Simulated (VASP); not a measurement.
# Pt (Pm-3m) in VASP: single point with PBE

Aim: the single point of Pt with PBE.

Everything below comes from runs of VASP 6.6.1. Logs are shortened: lines on timing, memory, paths and dates and some standing lists are left out, and cuts for length are marked.

### 1 The cell of the first run

The structure is cubic, space group Pm-3m (No. 221). Conventional cell: a = 2.630 Å, b = 2.630 Å, c = 2.630 Å, α = 90.00°, β = 90.00°, γ = 90.00°. Pt (site symmetry m-3m) has 6 Pt at 2.63 Å within 3.5 Å.

### 2 Single point, PBE

Contents of INCAR:

```
SYSTEM = Pt
ALGO = Normal ; EDIFF = 1E-6
ENCUT = 520 ; GGA = PE
ISIF = 2 ; ISMEAR = -1
LASPH = .True. ; LCHARG = .False.
LREAL = .False. ; LWAVE = .False.
NBANDS = 11 ; NELM = 100
PREC = Accurate ; SIGMA = 0.13605693000000002
```

Contents of KPOINTS:

```
k-points
0
Gamma
  12 12 12
  0 0 0
```

Contents of POSCAR:

```
Pt
1.0
    2.6300748387      0.0000000000      0.0000000000
    0.0000000000      2.6300748387      0.0000000000
    0.0000000000      0.0000000000      2.6300748387
Pt
1
Direct
    0.0000000000      0.0000000000      0.0000000000
```

Potentials or basis: VASP PAW PBE potentials, release 64 (Pt).

Launch:

```console
$ cat potpaw_PBE.64/Pt/POTCAR > POTCAR
$ mpirun -np 1 vasp_std > vasp.out
```

OUTCAR:

```text
SYSTEM = Pt
   EDIFF = 1E-6
   ENCUT = 520
   GGA = PE
   ISIF = 2
   ISMEAR = -1
   LASPH = .True.
   LREAL = .False.
   NELM = 100
   PREC = Accurate

 ion  position               nearest neighbor table
   1  0.000  0.000  0.000-

  LATTYP: Found a simple cubic cell.
 ALAT       =     2.6300748387

  Lattice vectors:

 A1 = (   2.6300748387,   0.0000000000,   0.0000000000)
 A2 = (   0.0000000000,   2.6300748387,   0.0000000000)
 A3 = (   0.0000000000,   0.0000000000,   2.6300748387)

Analysis of symmetry for initial positions (statically):
=====================================================================
 Subroutine PRICEL returns:
 Original cell was already a primitive cell.

 Routine SETGRP: Setting up the symmetry group for a
 simple cubic supercell.

 Subroutine GETGRP returns: Found 48 space group operations
 (whereof 48 operations were pure point group operations)
 out of a pool of 48 trial point group operations.

The static configuration has the point symmetry O_h .

Analysis of symmetry for dynamics (positions and initial velocities):
=====================================================================
 Subroutine PRICEL returns:
 Original cell was already a primitive cell.

 Routine SETGRP: Setting up the symmetry group for a
 simple cubic supercell.

 Subroutine GETGRP returns: Found 48 space group operations
 (whereof 48 operations were pure point group operations)
 out of a pool of 48 trial point group operations.

The dynamic configuration has the point symmetry O_h .

 Subroutine INISYM returns: Found 48 space group operations
 (whereof 48 operations are pure point group operations),
 and found     1 'primitive' translations

----------------------------------------------------------------------------------------

                                     Primitive cell

  volume of cell :      18.1930

  direct lattice vectors                    reciprocal lattice vectors
     2.630074839  0.000000000  0.000000000     0.380217318  0.000000000  0.000000000
     0.000000000  2.630074839  0.000000000     0.000000000  0.380217318  0.000000000
     0.000000000  0.000000000  2.630074839     0.000000000  0.000000000  0.380217318

  length of vectors
[... 81 lines left out ...]
   LREAL  =      F    real-space projection
   EDIFFG = 0.1E-04   stopping-criterion for IOM
   NSW    =      0    number of steps for IOM
   IBRION =     -1    ionic relax: 0-MD 1-quasi-New 2-CG
   NFREE  =      0    steps in history (QN), initial steepest desc. (CG)
   ISIF   =      2    stress and relaxation
   ISYM   =      2    0-nonsym 1-usesym 2-fastsym
   POTIM  = 0.5000    time-step for ionic-motion
   TEBEG  =    0.0;   TEEND  =   0.0 temperature during run
   PSTRESS=    0.0 pullay stress
   NELECT =      10.0000    total number of electrons
   NUPDOWN=      -1.0000    fix difference up-down
   EMIN   =  10.00;   EMAX   =-10.00  energy-range for DOS
   EFERMI =   0.00;   METHOD = LEGACY
   ISMEAR =    -1;   SIGMA  =   0.14  broadening in eV -4-tet -1-fermi 0-gaus
   EFERMI_NEDOS =   21; number of points for ismear=-14 and -15
   IALGO  =     38    algorithm
   IMIX   =      4    mixing-type and parameters
     AMIX     =   0.40;   BMIX     =  1.00
     AMIX_MAG =   1.60;   BMIX_MAG =  1.00
  volume/ion in A,a.u.               =      18.19       122.77
  Fermi-wavevector in a.u.,A,eV,Ry     =   1.341035  2.534188 24.468369  1.798374
  Thomas-Fermi vector in A             =   2.469300
   LORBIT       =      0    0 simple, 1 ext, 2 COOP (PROOUT), +10 PAW based schemes
   GGA     = PE    functional components
   LHFCALC =     F    Hartree Fock is set to
   AEXX    =    0.0000 exact exchange contribution
   IVDW    =     0    specifies the selected vdW correction
   LEPSILON=     F    determine dielectric tensor
   LRPA    =     F    only Hartree local field effects (RPA)
 non-spin polarized calculation
  energy-cutoff  :      520.00
  volume of cell :       18.19
 maximum number of plane-waves:       512
 NGX is ok and might be reduce to    20
   NGX =  9   NGY =  9   NGZ =  9

 number of electron      10.0000001 magnetization

 Free energy of the ion-electron system (eV)
  ---------------------------------------------------
  ext. energy  EPLUGINS =         0.00000000
  ---------------------------------------------------
  free energy    TOTEN  =        -5.69192617 eV

  energy without entropy =       -5.61029201  energy(sigma->0) =       -5.65110909

 E-fermi :   8.0529     XC(G=0): -12.2335

 val. band max:        8.0512669692   @ k =   0.0833   0.0833   0.0833
 cond. band min:       8.0772968757   @ k =   0.1667   0.0833   0.0833
 fundamental gap:      0.0260299065
 Fermi energy:         8.0528637602

 k-point     1 :       0.0000    0.0000    0.0000
  band No.  band energies     occupation
      1      -0.2267      2.00000
      2       2.5254      2.00000
      3       2.5254      2.00000
      4       8.3594      0.19015
      5       8.3594      0.19015
      6       8.3594      0.19015
      7      23.2188      0.00000
      8      23.2188      0.00000
      9      23.2188      0.00000
     10      28.8746      0.00000
     11      31.5664      0.00000
[... 309 lines left out ...]
 k-point    24 :       0.4167    0.3333    0.0000
  band No.  band energies     occupation
      1       3.0284      2.00000
      2       3.3166      2.00000
      3       6.6561      1.99993
      4       7.0480      1.99876
      5       7.0804      1.99843
      6       9.6629      0.00001
      7      14.5051      0.00000
      8      19.8394      0.00000
      9      23.6707      0.00000
     10      28.7228      0.00000
     11      31.5830      0.00000

 [... further k-points ...]

------------------------ aborting loop because EDIFF is reached ----------------------------------------

  FORCE on cell =-STRESS in cart. coord.  units (eV):
  Direction    XX          YY          ZZ          XY          YZ          ZX
  --------------------------------------------------------------------------------------
  -------------------------------------------------------------------------------------
  Total       -0.1382305     -0.1382305     -0.1382305      0.0000000      0.0000000     -0.0000000
  in kB      -12.1733516    -12.1733516    -12.1733516      0.0000000      0.0000000     -0.0000000
  external PRESSURE =     -12.1733516 kB  Pullay stress =       0.0000000 kB

 VOLUME and BASIS-vectors are now :
 -----------------------------------------------------------------------------
  energy-cutoff  :      520.00
  volume of cell :       18.19
      direct lattice vectors                 reciprocal lattice vectors
     2.630074839  0.000000000  0.000000000     0.380217318  0.000000000  0.000000000
     0.000000000  2.630074839  0.000000000     0.000000000  0.380217318  0.000000000
     0.000000000  0.000000000  2.630074839     0.000000000  0.000000000  0.380217318

 POSITION                                       TOTAL-FORCE (eV/Angst)
 -----------------------------------------------------------------------------------
      0.00000      0.00000      0.00000         0.000000      0.000000      0.000000
 -----------------------------------------------------------------------------------
    total drift:                               -0.000000     -0.000000     -0.000000

  FREE ENERGIE OF THE ION-ELECTRON SYSTEM (eV)
  ---------------------------------------------------
  free  energy   TOTEN  =        -5.6919261735 eV

  energy  without entropy=       -5.6102920103  energy(sigma->0) =       -5.65110909
```

Wall time 22 s (1 thread of AMD EPYC 7R13, shared host); peak memory 0.11 GiB.

What came out:

* Free energy: -5.6919 eV
* Pressure: -1.2 GPa
* Band gap on the k mesh: zero (band 5 reaches 10.09 eV, above the bottom of band 6 at 7.13 eV)

Caveat: spin-orbit coupling is left out, which moves the levels of the heavy elements.
